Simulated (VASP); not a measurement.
BeSe (zincblende type):

```
Be Se
1.0
     0.00000    2.58854    2.58854
     2.58854    0.00000    2.58854
     2.58854    2.58854    0.00000
Be Se
1 1
Cartesian
  0.0000 0.0000 0.0000
  1.2943 1.2943 1.2943
```

Base run:

* Program: VASP 6.6.1
* Functional: PBEsol
* Potentials or basis: VASP PAW PBE potentials, release 64 (Be, Se)
* Cutoff: 520 eV
* k mesh: 14 × 14 × 14
* Occupations: fermi-dirac, width 0.05 eV
* Spin: no spin polarisation

Its results: band gap on the k mesh 2.51 eV (least direct gap 4.09 eV); pressure -1.8 GPa.

Task: The run is repeated on the same cell with these changes: functional from PBEsol to LDA; potentials or basis from VASP PAW PBE potentials, release 64 (Be, Se) to VASP PAW LDA potentials, release 64 (Be, Se). What comes out?

Result: Band gap on the k mesh 2.51 eV (least direct gap 4.05 eV); pressure -4.0 GPa.

Caveats: the PAW data sets were made with another functional, which shifts forces and pressure a little (at least some runs); the cell stands under tension (at least some runs).

A k mesh can miss the band edges.
